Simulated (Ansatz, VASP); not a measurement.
## Two plane-wave programs on AlN

```
Al N
1.0
     3.27225    0.00000    0.00000
    -1.63613    2.83385    0.00000
     0.00000    0.00000    3.91067
Al N
2 2
Direct
  0.33333 0.66667 0.75000
  0.66667 0.33333 0.25000
  0.33333 0.66667 0.25000
  0.66667 0.33333 0.75000
```

Alike in both runs: task single point; functional PBEsol; k mesh 9 × 9 × 6; occupations gaussian, width 0.05 eV; no spin polarisation.

|  | VASP | Ansatz |
| --- | --- | --- |
| version | VASP 6.6.1 | Ansatz 0.2.0 |
| potentials or method | VASP PAW PBE potentials, release 64 (Al, N), cutoff 520 eV | scalar-relativistic, plane waves, PAW |
| valence electrons in the cell | 16 | 16 |

```csv
,VASP,Ansatz,Ansatz less VASP
gap on the k mesh at the Fermi level (eV),3.96,3.95,-0.014
least direct gap on the mesh (eV),3.96,3.95,-0.014
pressure (GPa),18.5,18.4,-0.12
"traceless stress, the component that is largest in VASP (GPa)",8.86,8.74,-0.125
```

VASP's potentials were made for PBE, not for PBEsol, and Ansatz warns of the same on its side.
